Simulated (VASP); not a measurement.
# Mg4S (P6/mmm) in VASP: a series of runs

Runs on Mg4S. Level: PBE. Tasks: single point, relaxation of cell and atoms.

Everything below comes from runs of VASP 6.6.1. Logs are shortened: lines on timing, memory, paths and dates and some standing lists are left out, and cuts for length are marked.

### Step 1. The cell of the first run

It takes space group P6/mmm (No. 191, hexagonal). Conventional cell: a = 4.848 Å, b = 4.848 Å, c = 5.117 Å, α = 90.00°, β = 90.00°, γ = 120.00°. Mg (site symmetry -6m2) has 5 Mg at 2.56 to 2.80 Å within 3.4 Å. Mg (site symmetry -6m2) has 5 Mg at 2.56 to 2.80 Å and 3 S at 2.80 Å within 3.4 Å. Within 3.7 Å of S (site symmetry 6/mmm) lie 6 Mg at 2.80 Å.

### Step 2. Single point, PBE

Contents of INCAR:

```
SYSTEM = Mg4S
PREC     = Accurate       ! precision mode
ENCUT    = 520            ! plane-wave cutoff, eV
EDIFF    = 1E-6           ! SCF threshold, eV
ISMEAR   = 0              ! smearing method
SIGMA    = 0.1            ! smearing width, eV
LREAL    = .False.        ! projectors in reciprocal space
LASPH    = .True.         ! aspherical terms in the spheres
NELM     = 80             ! most SCF steps
ALGO     = Normal         ! electronic algorithm
ISIF     = 2              ! what is computed and relaxed
LWAVE    = .False.        ! write WAVECAR
LCHARG   = .True.         ! write CHGCAR
GGA      = PE             ! functional
LELF     = .True.         ! ELF
LVHAR    = .True.       
NBANDS   = 15             ! bands
```

Contents of KPOINTS:

```
regular mesh
0
Gamma
  6 6 4
  0 0 0
```

Contents of POSCAR:

```
Mg4S
1.0
    4.8481504000      0.0000000000      0.0000000000
   -2.4240752000      4.1986214100      0.0000000000
    0.0000000000      0.0000000000      5.1171445700
Mg S
4 1
Direct
    0.3333333300      0.6666666700      0.5000000000
    0.6666666700      0.3333333300      0.5000000000
    0.3333333300      0.6666666700      0.0000000000
    0.6666666700      0.3333333300      0.0000000000
    0.0000000000      0.0000000000      0.0000000000
```

Potentials or basis: VASP PAW PBE potentials, release 64 (Mg, S).

Launch:

```sh
$ cat potpaw_PBE.64/Mg/POTCAR potpaw_PBE.64/S/POTCAR > POTCAR
$ mpirun -np 1 vasp_std > vasp.out
```

OUTCAR:

```text
SYSTEM = Mg4S
   PREC = Accurate
   ENCUT = 520
   EDIFF = 1E-6
   ISMEAR = 0
   LREAL = .False.
   LASPH = .True.
   NELM = 80
   ISIF = 2
   GGA = PE

 ion  position               nearest neighbor table
   1  0.333  0.667  0.500-   3 2.56   3 2.56   2 2.80   2 2.80   2 2.80
   2  0.667  0.333  0.500-   4 2.56   4 2.56   1 2.80   1 2.80   1 2.80
   3  0.333  0.667  0.000-   1 2.56   1 2.56   5 2.80   4 2.80   4 2.80   5 2.80   5 2.80   4 2.80

   4  0.667  0.333  0.000-   2 2.56   2 2.56   5 2.80   3 2.80   3 2.80   5 2.80   5 2.80   3 2.80

   5  0.000  0.000  0.000-   3 2.80   4 2.80   4 2.80   3 2.80   4 2.80   3 2.80

  LATTYP: Found a hexagonal cell.
 ALAT       =     4.8481504000
 C/A-ratio  =     1.0554838748

  Lattice vectors:

 A1 = (   4.8481504000,   0.0000000000,   0.0000000000)
 A2 = (  -2.4240752000,   4.1986214100,   0.0000000000)
 A3 = (   0.0000000000,   0.0000000000,   5.1171445700)

Analysis of symmetry for initial positions (statically):
=====================================================================
 Subroutine PRICEL returns:
 Original cell was already a primitive cell.

 Routine SETGRP: Setting up the symmetry group for a
 hexagonal supercell.

 Subroutine GETGRP returns: Found 24 space group operations
 (whereof 24 operations were pure point group operations)
 out of a pool of 24 trial point group operations.

The static configuration has the point symmetry D_6h.

Analysis of symmetry for dynamics (positions and initial velocities):
=====================================================================
 Subroutine PRICEL returns:
 Original cell was already a primitive cell.

 Routine SETGRP: Setting up the symmetry group for a
 hexagonal supercell.

 Subroutine GETGRP returns: Found 24 space group operations
 (whereof 24 operations were pure point group operations)
 out of a pool of 24 trial point group operations.

The dynamic configuration has the point symmetry D_6h.

 Subroutine INISYM returns: Found 24 space group operations
 (whereof 24 operations are pure point group operations),
 and found     1 'primitive' translations

----------------------------------------------------------------------------------------

                                     Primitive cell

  volume of cell :     104.1623

  direct lattice vectors                    reciprocal lattice vectors
     4.848150400  0.000000000  0.000000000     0.206264228  0.119086708  0.000000000
    -2.424075200  4.198621410  0.000000000     0.000000000  0.238173415  0.000000000
     0.000000000  0.000000000  5.117144570     0.000000000  0.000000000  0.195421487

  length of vectors
     4.848150400  4.848150402  5.117144570     0.238173415  0.238173415  0.195421487

  position of ions in fractional coordinates (direct lattice)
     0.333333330  0.666666670  0.500000000
     0.666666670  0.333333330  0.500000000
     0.333333330  0.666666670  0.000000000
     0.666666670  0.333333330  0.000000000
     0.000000000  0.000000000  0.000000000

  ion indices of the primitive-cell ions
   primitive index   ion index
                 1           1
                 2           2
                 3           3
                 4           4
                 5           5

----------------------------------------------------------------------------------------

 KPOINTS: regular mesh

Automatic generation of k-mesh.
 Grid dimensions read from file:
 generate k-points for:    6    6    4

 Generating k-lattice:

  Cartesian coordinates                     Fractional coordinates (reciprocal lattice)
     0.034377371  0.019847785  0.000000000     0.166666667  0.000000000  0.000000000
     0.000000000  0.039695569  0.000000000     0.000000000  0.166666667  0.000000000
     0.000000000  0.000000000  0.048855372     0.000000000  0.000000000  0.250000000

  Length of vectors
     0.039695569  0.039695569  0.048855372

  Shift w.r.t. Gamma in fractional coordinates (k-lattice)
     0.000000000  0.000000000  0.000000000

 Subroutine IBZKPT returns following result:
 ===========================================

 Found     21 irreducible k-points:

 Following reciprocal coordinates:
            Coordinates               Weight
  0.000000  0.000000  0.000000      1.000000
  0.166667 -0.000000  0.000000      6.000000
  0.333333  0.000000  0.000000      6.000000
  0.500000 -0.000000  0.000000      3.000000
  0.166667  0.166667  0.000000      6.000000
  0.333333  0.166667  0.000000     12.000000
[... 13 lines left out ...]
  0.333333  0.166667  0.500000     12.000000
  0.333333  0.333333  0.500000      2.000000
   k-points           NKPTS =     21   k-points in BZ     NKDIM =     21   number of bands    NBANDS=     15
   number of dos      NEDOS =    301   number of ions     NIONS =      5
   total plane-waves  NPLWV =  51840
   dimension x,y,z NGX =    36 NGY =   36 NGZ =   40
   dimension x,y,z NGXF=    72 NGYF=   72 NGZF=   80
   ions per type =               4   1
   NGX,Y,Z   is equivalent  to a cutoff of  12.34, 12.34, 13.00 a.u.
   NGXF,Y,Z  is equivalent  to a cutoff of  24.69, 24.69, 25.99 a.u.
 SYSTEM =  Mg4S
   PREC   = accura    normal or accurate (medium, high low for compatibility)
   ISTART =      0    job   : 0-new  1-cont  2-samecut
   ICHARG =      2    charge: 1-file 2-atom 10-const
   ISPIN  =      1    spin polarized calculation?
   LNONCOLLINEAR =      F non collinear calculations
   LSORBIT =      F    spin-orbit coupling
   LASPH  =      T    aspherical Exc in radial PAW
   ENCUT  =  520.0 eV  38.22 Ry    6.18 a.u.   9.01  9.01  9.51*2*pi/ulx,y,z
   NELM   =     80;   NELMIN=  2; NELMDL= -5     # of ELM steps
   EDIFF  = 0.1E-05   stopping-criterion for ELM
   LREAL  =      F    real-space projection
   EDIFFG = 0.1E-04   stopping-criterion for IOM
   NSW    =      0    number of steps for IOM
   IBRION =     -1    ionic relax: 0-MD 1-quasi-New 2-CG
   NFREE  =      0    steps in history (QN), initial steepest desc. (CG)
   ISIF   =      2    stress and relaxation
   ISYM   =      2    0-nonsym 1-usesym 2-fastsym
   POTIM  = 0.5000    time-step for ionic-motion
   TEBEG  =    0.0;   TEEND  =   0.0 temperature during run
   PSTRESS=    0.0 pullay stress
   NELECT =      14.0000    total number of electrons
   NUPDOWN=      -1.0000    fix difference up-down
   EMIN   =  10.00;   EMAX   =-10.00  energy-range for DOS
   EFERMI =   0.00;   METHOD = LEGACY
   ISMEAR =     0;   SIGMA  =   0.10  broadening in eV -4-tet -1-fermi 0-gaus
   EFERMI_NEDOS =   21; number of points for ismear=-14 and -15
   IALGO  =     38    algorithm
   IMIX   =      4    mixing-type and parameters
     AMIX     =   0.40;   BMIX     =  1.00
     AMIX_MAG =   1.60;   BMIX_MAG =  1.00
  volume/ion in A,a.u.               =      20.83       140.58
  Fermi-wavevector in a.u.,A,eV,Ry     =   0.838585  1.584697  9.567966  0.703226
  Thomas-Fermi vector in A             =   1.952664
   LORBIT       =      0    0 simple, 1 ext, 2 COOP (PROOUT), +10 PAW based schemes
   GGA     = PE    functional components
   LHFCALC =     F    Hartree Fock is set to
   AEXX    =    0.0000 exact exchange contribution
   IVDW    =     0    specifies the selected vdW correction
   LEPSILON=     F    determine dielectric tensor
   LRPA    =     F    only Hartree local field effects (RPA)
 non-spin polarized calculation
 Gauss-broadening in eV      SIGMA  =   0.10
  energy-cutoff  :      520.00
  volume of cell :      104.16
 maximum number of plane-waves:      2823
 NGX is ok and might be reduce to    36
   NGX = 17   NGY = 17   NGZ = 19

 number of electron      14.0000001 magnetization

 Free energy of the ion-electron system (eV)
  ---------------------------------------------------
  ext. energy  EPLUGINS =         0.00000000
  ---------------------------------------------------
  free energy    TOTEN  =        -7.96900978 eV

  energy without entropy =       -7.94654906  energy(sigma->0) =       -7.95777942

 E-fermi :   3.7291     XC(G=0):  -8.8340

 val. band max:        3.6953954201   @ k =   0.5000  -0.0000   0.2500
 cond. band min:       3.7338129427   @ k =   0.1667  -0.0000   0.5000
 fundamental gap:      0.0384175226
 Fermi energy:         3.7290646314

 k-point     1 :       0.0000    0.0000    0.0000
  band No.  band energies     occupation
      1      -9.5600      2.00000
      2      -1.8523      2.00000
      3      -0.1994      2.00000
      4      -0.1994      2.00000
      5      -0.0887      2.00000
      6       3.4742      1.99969
      7       3.4742      1.99969
      8       3.4841      1.99947
      9       4.3978      0.00000
     10       4.9352      0.00000
     11       8.2156      0.00000
     12       8.3653      0.00000
     13       8.3653      0.00000
     14       8.4457      0.00000
     15       8.4457      0.00000

 k-point     2 :       0.1667   -0.0000    0.0000
  band No.  band energies     occupation
      1      -9.5059      2.00000
      2      -2.1792      2.00000
      3      -0.3606      2.00000
      4      -0.0133      2.00000
      5       0.0630      2.00000
      6       2.5457      2.00000
      7       3.8556      0.07352
      8       3.9992      0.00013
      9       4.1321      0.00000
     10       6.3371      0.00000
     11       6.7854      0.00000
     12       7.0496      0.00000
     13       7.6681      0.00000
     14       8.1699      0.00000
     15       8.7448      0.00000

 k-point     3 :       0.3333    0.0000    0.0000
  band No.  band energies     occupation
      1      -9.3921      2.00000
      2      -2.7036      2.00000
      3      -0.6255      2.00000
      4       0.1861      2.00000
      5       0.4505      2.00000
      6       1.9316      2.00000
      7       3.4785      1.99961
      8       4.5297      0.00000
      9       4.8713      0.00000
     10       5.6682      0.00000
     11       5.8845      0.00000
     12       7.5197      0.00000
     13       7.7916      0.00000
     14       7.9767      0.00000
     15       9.3321      0.00000

 k-point     4 :       0.5000   -0.0000    0.0000
  band No.  band energies     occupation
      1      -9.3319      2.00000
      2      -2.9328      2.00000
      3      -0.7384      2.00000
      4       0.1858      2.00000
      5       0.7257      2.00000
      6       1.9285      2.00000
      7       3.0436      2.00000
      8       4.5107      0.00000
      9       4.7882      0.00000
     10       5.3326      0.00000
     11       7.0283      0.00000
     12       7.2809      0.00000
     13       7.2968      0.00000
     14       8.8922      0.00000
     15       9.4027      0.00000
[... 253 lines left out ...]
 k-point    19 :       0.1667    0.1667    0.5000
  band No.  band energies     occupation
      1      -9.3834      2.00000
      2      -1.8188      2.00000
      3      -1.6212      2.00000
      4      -0.6586      2.00000
      5       1.6225      2.00000
      6       2.2048      2.00000
      7       2.4623      2.00000
      8       3.3563      2.00000
      9       4.6200      0.00000
     10       5.6955      0.00000
     11       7.3005      0.00000
     12       7.8960      0.00000
     13       9.0439      0.00000
     14       9.3091      0.00000
     15      10.0778      0.00000

 k-point    20 :       0.3333    0.1667    0.5000
  band No.  band energies     occupation
      1      -9.3040      2.00000
      2      -2.1910      2.00000
      3      -1.0917      2.00000
      4      -0.7677      2.00000
      5       0.4761      2.00000
      6       1.7253      2.00000
      7       2.5837      2.00000
      8       4.0124      0.00006
      9       4.6151      0.00000
     10       6.1240      0.00000
     11       7.6053      0.00000
     12       9.3039      0.00000
     13       9.3092      0.00000
     14      10.2432      0.00000
     15      10.3941      0.00000

 k-point    21 :       0.3333    0.3333    0.5000
  band No.  band energies     occupation
      1      -9.2773      2.00000
      2      -1.8463      2.00000
      3      -1.8463      2.00000
      4       0.0080      2.00000
      5       0.4511      2.00000
      6       0.4511      2.00000
      7       3.8759      0.03786
      8       3.8759      0.03786
      9       4.9115      0.00000
     10       5.0443      0.00000
     11       9.1227      0.00000
     12       9.1227      0.00000
     13       9.9417      0.00000
     14      10.0873      0.00000
     15      10.0873      0.00000

------------------------ aborting loop because EDIFF is reached ----------------------------------------

  FORCE on cell =-STRESS in cart. coord.  units (eV):
  Direction    XX          YY          ZZ          XY          YZ          ZX
  --------------------------------------------------------------------------------------
  -------------------------------------------------------------------------------------
  Total        3.2341662      3.2341662     13.6457879      0.0000000      0.0000000     -0.0000000
  in kB       49.7464887     49.7464888    209.8933662      0.0000000      0.0000000     -0.0000000
  external PRESSURE =     103.1287813 kB  Pullay stress =       0.0000000 kB

 VOLUME and BASIS-vectors are now :
 -----------------------------------------------------------------------------
  energy-cutoff  :      520.00
  volume of cell :      104.16
      direct lattice vectors                 reciprocal lattice vectors
     4.848150400  0.000000000  0.000000000     0.206264228  0.119086708  0.000000000
    -2.424075200  4.198621410  0.000000000     0.000000000  0.238173415  0.000000000
     0.000000000  0.000000000  5.117144570     0.000000000  0.000000000  0.195421487

 POSITION                                       TOTAL-FORCE (eV/Angst)
 -----------------------------------------------------------------------------------
     -0.00000      2.79908      2.55857         0.000000      0.000000      0.000000
      2.42408      1.39954      2.55857        -0.000000      0.000000      0.000000
     -0.00000      2.79908      0.00000        -0.000000      0.000000      0.000000
      2.42408      1.39954      0.00000         0.000000      0.000000      0.000000
      0.00000      0.00000      0.00000         0.000000      0.000000      0.000000
 -----------------------------------------------------------------------------------
    total drift:                               -0.000000      0.000000     -0.000000

  FREE ENERGIE OF THE ION-ELECTRON SYSTEM (eV)
  ---------------------------------------------------
  free  energy   TOTEN  =        -7.9690097770 eV

  energy  without entropy=       -7.9465490631  energy(sigma->0) =       -7.95777942
```

Wall time 18 s (1 thread of Intel Xeon 6975P-C, shared host); peak memory 0.22 GiB.

Results:

- Free energy: -7.9690 eV
- Pressure: 10.3 GPa
- Band gap on the k mesh: zero (band 7 reaches 4.41 eV, above the bottom of band 8 at 3.36 eV)

Stress tensor (GPa, compression positive):
```
 4.97  0.00  0.00
 0.00  4.97  0.00
 0.00  0.00 20.99
```

Levels at points of the mesh, in eV from the Fermi level:
```tsv
k point	band 4	band 5	band 6	band 7	band 8	band 9	band 10	band 11
(0.00, 0.00, 0.00)	-3.93	-3.82	-0.25	-0.25	-0.24	0.67	1.21	4.49
(0.50, 0.00, 0.00)	-3.54	-3.00	-1.80	-0.69	0.78	1.06	1.60	3.30
(0.00, 0.00, 0.50)	-3.85	-3.64	-1.24	0.68	0.68	1.44	1.44	2.42
(0.50, 0.00, 0.50)	-4.17	-3.96	-2.05	-1.07	0.19	0.78	3.27	3.36
```

[end of part 1 of 3]
